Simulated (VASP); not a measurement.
# AlN: single point with BLYP+D3(BJ)

AlN:

```
Al N
1.0
     0.00000    2.22683    2.22683
     2.22683    0.00000    2.22683
     2.22683    2.22683    0.00000
Al N
1 1
Cartesian
  0.0000 0.0000 0.0000
  1.1134 1.1134 1.1134
```

| Property | Result |
| --- | --- |
| Program | VASP 6.6.1 |
| Task | single point |
| Functional | BLYP |
| Dispersion | D3(BJ) |
| Potentials or basis | VASP PAW PBE potentials, release 64 (Al, N) |
| Cutoff | 520 eV |
| k mesh | 10 × 10 × 10 |
| Occupations | fermi-dirac, width 0.05 eV |
| Spin | no spin polarisation |

| Property | Result |
| --- | --- |
| Pressure | -11.4 GPa |
| Band gap on the k mesh | 3.63 eV, indirect (least direct gap 3.96 eV) |
| Dispersion energy per atom | -0.552 eV |

Levels at points of the mesh, in eV from the valence-band top:
| k point | band 2 | band 3 | band 4 | band 5 | band 6 | band 7 |
| --- | --- | --- | --- | --- | --- | --- |
| (0.00, 0.00, 0.00) | 0.00 | 0.00 | 0.00 | 3.96 | 12.04 | 12.04 |
| (0.50, 0.00, 0.00) | -5.49 | -0.47 | -0.47 | 7.01 | 9.74 | 10.91 |
| (0.50, 0.50, 0.00) | -4.66 | -1.69 | -1.69 | 3.63 | 8.42 | 13.27 |

Run time: 22 s on 1 thread of AMD EPYC 7R43 64-Core Processor (Zen 3), with other jobs on the host, peak memory 0.11 GiB.

Caveat: the PAW data sets were made with another functional, which shifts forces and pressure a little. BLYP gaps usually lie below the measured ones, often by a third to a half.
